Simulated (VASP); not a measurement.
A run of VASP 6.6.1 is set up as follows.

The input INCAR:

```
SYSTEM = Zr
ALGO = Normal ; EDIFF = 1E-6
ENCUT = 520 ; GGA = PS
ISIF = 2 ; ISMEAR = 0
LASPH = .TRUE. ; LCHARG = .FALSE.
LREAL = .FALSE. ; LWAVE = .FALSE.
NBANDS = 25 ; NELM = 60
PREC = Accurate ; SIGMA = 0.1
```

Contents of KPOINTS:

```
k-points
0
G
  12 12 14
  0 0 0
```

The input POSCAR:

```
Zr
1.0
    4.9717368330      0.0000000000      0.0000000000
   -2.4858684165      4.3056503983      0.0000000000
    0.0000000000      0.0000000000      3.1113014344
Zr
3
Direct
    0.0000000000      0.0000000000      0.0000000000
    0.3333333333      0.6666666667      0.5000000000
    0.6666666667      0.3333333333      0.5000000000
```

Potentials or basis: VASP PAW PBE potentials, release 64 (Zr_sv).

The run is started by

```console
$ cat potpaw_PBE.64/Zr_sv/POTCAR > POTCAR
$ mpirun -np 1 vasp_std > vasp.out
```

Question: Estimate the band gap on the k mesh.

Answer: Zero (bands 18 and 19 overlap by 0.62 eV).

Question: What does it give for the pressure?

Answer: 0.1 GPa.

Caveat: the PAW data sets were made with another functional, which shifts forces and pressure a little.
